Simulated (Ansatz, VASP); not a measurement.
Cu: VASP beside Ansatz

INCAR

```
PREC = Accurate
ENCUT = 520
EDIFF = 1E-6
ISMEAR = 0
SIGMA = 0.15
LREAL = F
LASPH = T
NELM = 80
ALGO = Fast
ISIF = 2
LWAVE = F
LCHARG = F
GGA = PE
NBANDS = 18
```

Contents of KPOINTS:

```
regular mesh
0
Gamma
  20 20 12
```

File POSCAR:

```
Cu
1.0
   -1.4732621048      1.4732621048      1.3819816208
    1.4732621048     -1.4732621048      1.3819816208
    2.9465242096      2.9465242096      0.0000000000
Cu
2
Direct
    0.0509575011     -0.0898147473      0.0000000000
    0.4490424989      0.5898147473      0.5000000000
```

Input for Ansatz:

```yaml
crystal:
  lattice:
    - [-1.4732621048, 1.4732621048, 1.3819816208]
    - [1.4732621048, -1.4732621048, 1.3819816208]
    - [2.9465242096, 2.9465242096, 0.0]
  atoms:
    - { symbol: Cu, position: [0.0509575011, -0.0898147473, 0.0] }
    - { symbol: Cu, position: [0.4490424989, 0.5898147473, 0.5] }
basis:
  ecutwfc: 520.0
kpoints:
  mp_grid: { grid: [20, 20, 12] }
hamiltonian:
  xc: pbe
  pseudopotentials: { kind: paw, azcp: { folder: soft_1 } }
scf:
  occupations: { method: gaussian, width: 0.15 }
output:
  forces: true
  stress: true
  eigenvalues: true
  write_density: true
  write_potential: true
  elf: true
  volumetric_format: npy
```

Change from the starting cell: mode 1 frozen in at -0.293 Å and mode 5 at -0.054 Å (largest displacements).

Alike in both runs: task single point; functional PBE; k mesh 20 × 20 × 12; occupations gaussian, width 0.15 eV; no spin polarisation.

|  | VASP | Ansatz |
| --- | --- | --- |
| version | VASP 6.6.1 | Ansatz 0.2.0 |
| potentials or method | VASP PAW PBE potentials, release 64 (Cu), cutoff 520 eV | scalar-relativistic, plane waves, PAW |
| valence electrons in the cell | 22 | 38 |

```csv
,VASP,Ansatz,Ansatz less VASP
gap on the k mesh at the Fermi level (eV),none,none,-
pressure (GPa),1.9,0.6,-1.32
"traceless stress, the component that is largest in VASP (GPa)",-3.89,-3.89,+0.004
rms of the force components (eV/Å),0.115,0.114,-0.0007
```

Atom by atom the forces differ by 0.001 eV/Å (rms over components). A gap of «none» marks a metal or a gap that the smearing closes. VASP's potentials hold 22 valence electrons a cell and Ansatz's 38, so a difference there can come from the potentials and not from the codes.
